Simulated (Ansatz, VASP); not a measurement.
Be2C: VASP beside Ansatz

```
Be C
1.0
     0.00000    2.16500    2.16500
     2.16500    0.00000    2.16500
     2.16500    2.16500    0.00000
Be C
2 1
Direct
  0.25000 0.25000 0.25000
  0.75000 0.75000 0.75000
  0.00000 0.00000 0.00000
```

Alike in both runs: functional PBE; k mesh 11 × 11 × 11; occupations fermi-dirac, width 0.02 eV; no spin polarisation.

Ansatz relaxed the structure, and its values are those at the end. VASP's run is a single point on that final structure, the one shown.

```csv
,VASP,Ansatz
version,VASP 6.6.1,Ansatz 0.2.0
potentials or method,"VASP PAW PBE potentials, release 64 (Be, C)","plane-wave PAW, scalar-relativistic"
plane-wave cutoff (eV),600,420
valence electrons in the cell,8,8
```

```csv
,VASP,Ansatz,Ansatz less VASP
gap on the k mesh at the Fermi level (eV),1.25,1.27,+0.013
pressure (GPa),0.0,-0.2,-0.25
```

Ansatz's warnings: stress scf threshold loose.
